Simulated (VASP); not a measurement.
# BN in VASP: single point with PBE

Aim: the single point of BN with PBE.

Everything below comes from runs of VASP 6.6.1. Logs are shortened: lines on timing, memory, paths and dates and some standing lists are left out, and cuts for length are marked.

## (1) The cell of the first run

The cell holds a slab with vacuum, 8 atoms: a = 2.504 Å, b = 2.504 Å, c = 24.992 Å, α = 90.00°, β = 90.00°, γ = 120.00°.

## (2) Single point, PBE

INCAR

```
SYSTEM = BN
PREC     = Accurate       ! precision mode
ENCUT    = 520            ! plane-wave cutoff, eV
EDIFF    = 1E-7           ! SCF threshold, eV
ISMEAR   = -1             ! smearing method
SIGMA    = 0.05           ! smearing width, eV
LREAL    = .FALSE.        ! projectors in reciprocal space
LASPH    = .TRUE.         ! aspherical terms in the spheres
NELM     = 80             ! most SCF steps
ALGO     = Normal         ! electronic algorithm
ISIF     = 2              ! what is computed and relaxed
LWAVE    = .FALSE.        ! write WAVECAR
LCHARG   = .FALSE.        ! write CHGCAR
LDIPOL   = .TRUE.       
IDIPOL   = 3            
DIPOL    = 0.5 0.5 0.500
GGA      = PE             ! functional
NBANDS   = 26             ! bands
```

KPOINTS

```
regular mesh
0
G
  12 12 1
  0 0 0
```

POSCAR

```
BN
1.0
    2.5039917043      0.0000000000      0.0000000000
   -1.2519958521      2.1685204268      0.0000000000
    0.0000000000      0.0000000000     24.9918000000
B N
4 4
Direct
    0.6666666667      0.3333333334      0.3000984323
    0.3333333333      0.6666666666      0.4333661441
    0.6666666667      0.3333333334      0.5666338559
    0.3333333333      0.6666666666      0.6999015677
    0.3333333333      0.6666666666      0.3000984323
    0.6666666667      0.3333333334      0.4333661441
    0.3333333333      0.6666666666      0.5666338559
    0.6666666667      0.3333333334      0.6999015677
```

Potentials or basis: VASP PAW PBE potentials, release 64 (B, N).

On the command line:

```
$ cat potpaw_PBE.64/B/POTCAR potpaw_PBE.64/N/POTCAR > POTCAR
$ mpirun -np 1 vasp_std > vasp.out
```

OUTCAR:

```text
SYSTEM = BN
   PREC = Accurate
   ENCUT = 520
   EDIFF = 1E-7
   ISMEAR = -1
   LREAL = .FALSE.
   LASPH = .TRUE.
   NELM = 80
   ISIF = 2
   GGA = PE

 ion  position               nearest neighbor table
   1  0.667  0.333  0.300-   5 1.45   5 1.45   5 1.45
   2  0.333  0.667  0.433-   6 1.45   6 1.45   6 1.45
   3  0.667  0.333  0.567-   7 1.45   7 1.45   7 1.45
   4  0.333  0.667  0.700-   8 1.45   8 1.45   8 1.45
   5  0.333  0.667  0.300-   1 1.45   1 1.45   1 1.45
   6  0.667  0.333  0.433-   2 1.45   2 1.45   2 1.45
   7  0.333  0.667  0.567-   3 1.45   3 1.45   3 1.45
   8  0.667  0.333  0.700-   4 1.45   4 1.45   4 1.45

  LATTYP: Found a hexagonal cell.
 ALAT       =     2.5039917043
 C/A-ratio  =     9.9807838649

  Lattice vectors:

 A1 = (   2.5039917043,   0.0000000000,   0.0000000000)
 A2 = (  -1.2519958521,   2.1685204268,   0.0000000000)
 A3 = (   0.0000000000,   0.0000000000,  24.9918000000)

Analysis of symmetry for initial positions (statically):
=====================================================================
 Subroutine PRICEL returns:
 Original cell was already a primitive cell.

 Routine SETGRP: Setting up the symmetry group for a
 hexagonal supercell.

 Subroutine GETGRP returns: Found 12 space group operations
 (whereof 12 operations were pure point group operations)
 out of a pool of 24 trial point group operations.

The static configuration has the point symmetry D_3d.

Analysis of symmetry for dynamics (positions and initial velocities):
=====================================================================
 Subroutine PRICEL returns:
 Original cell was already a primitive cell.

 Routine SETGRP: Setting up the symmetry group for a
 hexagonal supercell.

 Subroutine GETGRP returns: Found 12 space group operations
 (whereof 12 operations were pure point group operations)
 out of a pool of 24 trial point group operations.

The dynamic configuration has the point symmetry D_3d.

 Subroutine INISYM returns: Found 12 space group operations
 (whereof 12 operations are pure point group operations),
 and found     1 'primitive' translations

----------------------------------------------------------------------------------------

                                     Primitive cell

  volume of cell :     135.7044

  direct lattice vectors                    reciprocal lattice vectors
     2.503991704  0.000000000  0.000000000     0.399362345  0.230571958  0.000000000
    -1.251995852  2.168520427  0.000000000     0.000000000  0.461143915  0.000000000
     0.000000000  0.000000000 24.991800000     0.000000000  0.000000000  0.040013124

  length of vectors
     2.503991704  2.503991704 24.991800000     0.461143915  0.461143915  0.040013124

  position of ions in fractional coordinates (direct lattice)
     0.666666667  0.333333333  0.300098432
     0.333333333  0.666666667  0.433366144
     0.666666667  0.333333333  0.566633856
     0.333333333  0.666666667  0.699901568
     0.333333333  0.666666667  0.300098432
     0.666666667  0.333333333  0.433366144
     0.333333333  0.666666667  0.566633856
     0.666666667  0.333333333  0.699901568

  ion indices of the primitive-cell ions
   primitive index   ion index
                 1           1
                 2           2
                 3           3
                 4           4
                 5           5
                 6           6
                 7           7
                 8           8

----------------------------------------------------------------------------------------

 KPOINTS: regular mesh

Automatic generation of k-mesh.
 Grid dimensions read from file:
 generate k-points for:   12   12    1

 Generating k-lattice:

  Cartesian coordinates                     Fractional coordinates (reciprocal lattice)
     0.033280195  0.019214330  0.000000000     0.083333333  0.000000000  0.000000000
     0.000000000  0.038428660  0.000000000     0.000000000  0.083333333  0.000000000
     0.000000000  0.000000000  0.040013124     0.000000000  0.000000000  1.000000000

  Length of vectors
     0.038428660  0.038428660  0.040013124

  Shift w.r.t. Gamma in fractional coordinates (k-lattice)
     0.000000000  0.000000000  0.000000000

 Subroutine IBZKPT returns following result:
 ===========================================

 Found     19 irreducible k-points:

 Following reciprocal coordinates:
            Coordinates               Weight
  0.000000  0.000000  0.000000      1.000000
  0.083333  0.000000  0.000000      6.000000
  0.166667  0.000000  0.000000      6.000000
  0.250000  0.000000  0.000000      6.000000
  0.333333  0.000000  0.000000      6.000000
  0.416667  0.000000  0.000000      6.000000
[... 11 lines left out ...]
  0.333333  0.250000  0.000000     12.000000
  0.333333  0.333333  0.000000      2.000000
   k-points           NKPTS =     19   k-points in BZ     NKDIM =     19   number of bands    NBANDS=     26
   number of dos      NEDOS =    301   number of ions     NIONS =      8
   total plane-waves  NPLWV =  76800
   dimension x,y,z NGX =    20 NGY =   20 NGZ =  192
   dimension x,y,z NGXF=    40 NGYF=   40 NGZF=  384
   ions per type =               4   4
   NGX,Y,Z   is equivalent  to a cutoff of  13.28, 13.28, 12.77 a.u.
   NGXF,Y,Z  is equivalent  to a cutoff of  26.56, 26.56, 25.54 a.u.
 SYSTEM =  BN
   PREC   = accura    normal or accurate (medium, high low for compatibility)
   ISTART =      0    job   : 0-new  1-cont  2-samecut
   ICHARG =      2    charge: 1-file 2-atom 10-const
   ISPIN  =      1    spin polarized calculation?
   LNONCOLLINEAR =      F non collinear calculations
   LSORBIT =      F    spin-orbit coupling
   LASPH  =      T    aspherical Exc in radial PAW
   ENCUT  =  520.0 eV  38.22 Ry    6.18 a.u.   4.66  4.66 46.47*2*pi/ulx,y,z
   NELM   =     80;   NELMIN=  2; NELMDL= -5     # of ELM steps
   EDIFF  = 0.1E-06   stopping-criterion for ELM
   LREAL  =      F    real-space projection
   EDIFFG = 0.1E-05   stopping-criterion for IOM
   NSW    =      0    number of steps for IOM
   IBRION =     -1    ionic relax: 0-MD 1-quasi-New 2-CG
   NFREE  =      0    steps in history (QN), initial steepest desc. (CG)
   ISIF   =      2    stress and relaxation
   ISYM   =      2    0-nonsym 1-usesym 2-fastsym
   POTIM  = 0.5000    time-step for ionic-motion
   TEBEG  =    0.0;   TEEND  =   0.0 temperature during run
   PSTRESS=    0.0 pullay stress
   NELECT =      32.0000    total number of electrons
   NUPDOWN=      -1.0000    fix difference up-down
   EMIN   =  10.00;   EMAX   =-10.00  energy-range for DOS
   EFERMI =   0.00;   METHOD = LEGACY
   ISMEAR =    -1;   SIGMA  =   0.05  broadening in eV -4-tet -1-fermi 0-gaus
   EFERMI_NEDOS =   21; number of points for ismear=-14 and -15
   IALGO  =     38    algorithm
   IMIX   =      4    mixing-type and parameters
     AMIX     =   0.40;   BMIX     =  1.00
     AMIX_MAG =   1.60;   BMIX_MAG =  1.00
  volume/ion in A,a.u.               =      16.96       114.47
  Fermi-wavevector in a.u.,A,eV,Ry     =   1.011409  1.911286 13.918057  1.022948
  Thomas-Fermi vector in A             =   2.144457
   LORBIT       =      0    0 simple, 1 ext, 2 COOP (PROOUT), +10 PAW based schemes
   GGA     = PE    functional components
   LHFCALC =     F    Hartree Fock is set to
   AEXX    =    0.0000 exact exchange contribution
   IVDW    =     0    specifies the selected vdW correction
   LEPSILON=     F    determine dielectric tensor
   LRPA    =     F    only Hartree local field effects (RPA)
 non-spin polarized calculation
  energy-cutoff  :      520.00
  volume of cell :      135.70
 maximum number of plane-waves:      3693
 NGX is ok and might be reduce to    20
   NGX =  9   NGY =  9   NGZ = 93

 number of electron      31.9999999 magnetization

 dipolmoment           0.000000      0.000000     -0.000000 electrons x Angstroem

 Free energy of the ion-electron system (eV)
  ---------------------------------------------------
  ext. energy  EPLUGINS =         0.00000000
  ---------------------------------------------------
  free energy    TOTEN  =       -70.33152505 eV

  energy without entropy =      -70.33152505  energy(sigma->0) =      -70.33152505

 E-fermi :  -0.3711     XC(G=0):  -5.6988

 val. band max:       -1.5280318460   @ k =   0.3333   0.3333   0.0000
 cond. band min:       2.8064441912   @ k =   0.5000   0.0000   0.0000
 fundamental gap:      4.3344760372
 Fermi energy:        -0.3710886161

 k-point     1 :       0.0000    0.0000    0.0000
  band No.  band energies     occupation
      1     -19.3065      2.00000
      2     -19.2288      2.00000
      3     -19.1390      2.00000
      4     -19.0730      2.00000
      5      -7.5674      2.00000
      6      -7.0933      2.00000
[... 18 lines left out ...]
     25       9.4302      0.00000
     26      10.0860      0.00000

 k-point     2 :       0.0833    0.0000    0.0000
  band No.  band energies     occupation
      1     -19.1709      2.00000
      2     -19.0944      2.00000
      3     -19.0059      2.00000
      4     -18.9410      2.00000
      5      -7.3822      2.00000
      6      -6.9121      2.00000
[... 18 lines left out ...]
     25       9.5362      0.00000
     26       9.9673      0.00000

 k-point     3 :       0.1667    0.0000    0.0000
  band No.  band energies     occupation
      1     -18.7715      2.00000
      2     -18.6984      2.00000
      3     -18.6142      2.00000
      4     -18.5528      2.00000
      5      -6.8343      2.00000
      6      -6.3788      2.00000
[... 427 lines left out ...]
 k-point    18 :       0.3333    0.2500    0.0000
  band No.  band energies     occupation
      1     -15.7399      2.00000
      2     -15.7174      2.00000
      3     -15.6949      2.00000
      4     -15.6851      2.00000
      5      -9.6773      2.00000
      6      -9.6488      2.00000
[... 18 lines left out ...]
     25      11.1074      0.00000
     26      11.8686      0.00000

 k-point    19 :       0.3333    0.3333    0.0000
  band No.  band energies     occupation
      1     -15.5224      2.00000
      2     -15.5224      2.00000
      3     -15.5074      2.00000
      4     -15.5074      2.00000
      5      -9.4923      2.00000
      6      -9.4467      2.00000
[... 18 lines left out ...]
     25      11.7944      0.00000
     26      12.1127      0.00000

------------------------ aborting loop because EDIFF is reached ----------------------------------------

 vacuum level on the upper side and lower side of the slab       (xc-potential included)        -0.067        -0.067

  FORCE on cell =-STRESS in cart. coord.  units (eV):
  Direction    XX          YY          ZZ          XY          YZ          ZX
  --------------------------------------------------------------------------------------
  -------------------------------------------------------------------------------------
  Total        1.6749586      1.6749586      0.8940788      0.0000000      0.0000000      0.0000000
  in kB       19.7751931     19.7751931     10.5558310      0.0000000      0.0000000      0.0000000
  external PRESSURE =      16.7020724 kB  Pullay stress =       0.0000000 kB

 VOLUME and BASIS-vectors are now :
 -----------------------------------------------------------------------------
  energy-cutoff  :      520.00
  volume of cell :      135.70
      direct lattice vectors                 reciprocal lattice vectors
     2.503991704  0.000000000  0.000000000     0.399362345  0.230571958  0.000000000
    -1.251995852  2.168520427  0.000000000     0.000000000  0.461143915  0.000000000
     0.000000000  0.000000000 24.991800000     0.000000000  0.000000000  0.040013124

 POSITION                                       TOTAL-FORCE (eV/Angst)
 -----------------------------------------------------------------------------------
      1.25200      0.72284      7.50000         0.000000     -0.000000     -0.030678
      0.00000      1.44568     10.83060         0.000000     -0.000000     -0.000047
      1.25200      0.72284     14.16120        -0.000000     -0.000000      0.000047
      0.00000      1.44568     17.49180        -0.000000      0.000000      0.030678
      0.00000      1.44568      7.50000         0.000000     -0.000000     -0.066092
      1.25200      0.72284     10.83060         0.000000      0.000000      0.000025
      0.00000      1.44568     14.16120         0.000000     -0.000000     -0.000025
      1.25200      0.72284     17.49180        -0.000000      0.000000      0.066092
 -----------------------------------------------------------------------------------
    total drift:                                0.000000      0.000000      0.000000

  FREE ENERGIE OF THE ION-ELECTRON SYSTEM (eV)
  ---------------------------------------------------
  free  energy   TOTEN  =       -70.3315250530 eV

  energy  without entropy=      -70.3315250530  energy(sigma->0) =      -70.33152505

 vacuum level on the upper side and lower side of the slab         4.255         4.255
```

It took 2.8 min on 1 thread of Intel Xeon 8259CL, shared host; peak memory 0.27 GiB.

What came out:

```
Free energy            : -70.3315 eV
Largest force          : 0.066 eV/Å
Band gap on the k mesh : 4.33 eV (least direct gap 4.68 eV)
```

Forces in eV/Å, atoms in the order of the input:
```
B    0.000  0.000 -0.031
B    0.000  0.000  0.000
B    0.000  0.000  0.000
B    0.000  0.000  0.031
N    0.000  0.000 -0.066
N    0.000  0.000  0.000
N    0.000  0.000  0.000
N    0.000  0.000  0.066
```

Levels at points of the mesh, in eV from the valence-band top:
```csv
k point,band 12,band 13,band 14,band 15,band 16,band 17,band 18,band 19,band 20,band 21
"(0.00, 0.00, 0.00)",-1.32,-1.31,-1.31,-1.31,-1.31,4.90,5.08,5.91,6.62,7.03
"(0.50, 0.00, 0.00)",-4.09,-1.34,-1.07,-0.75,-0.53,4.33,4.58,5.00,5.43,9.60
```
